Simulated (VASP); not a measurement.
A run of VASP 6.6.1 is set up as follows.

INCAR

```
ALGO = Normal
EDIFF = 1E-7
ENCUT = 520
GGA = PE
ISIF = 2
ISMEAR = -1
LASPH = T
LCHARG = F
LREAL = F
LWAVE = F
NBANDS = 20
NELM = 100
PREC = Accurate
SIGMA = 0.05
```

Contents of KPOINTS:

```
k-points
0
Gamma
  11 11 11
```

File POSCAR:

```
Ga
1.0
    0.0000000000      2.5849942786      2.5849942786
    2.5849942786      0.0000000000      2.5849942786
    2.5849942786      2.5849942786      0.0000000000
Ga
2
Direct
   -0.1250000000     -0.1250000000     -0.1250000000
    0.1250000000      0.1250000000      0.1250000000
```

Potentials or basis: VASP PAW PBE potentials, release 64 (Ga_d).

Command:

```sh
$ cat potpaw_PBE.64/Ga_d/POTCAR > POTCAR
$ mpirun -np 1 vasp_std > vasp.out
```

What does it give for the pressure?

35.3 GPa.

What does it give for the band gap on the k mesh?

Zero (band 13 reaches 9.67 eV, above the bottom of band 14 at 3.77 eV).
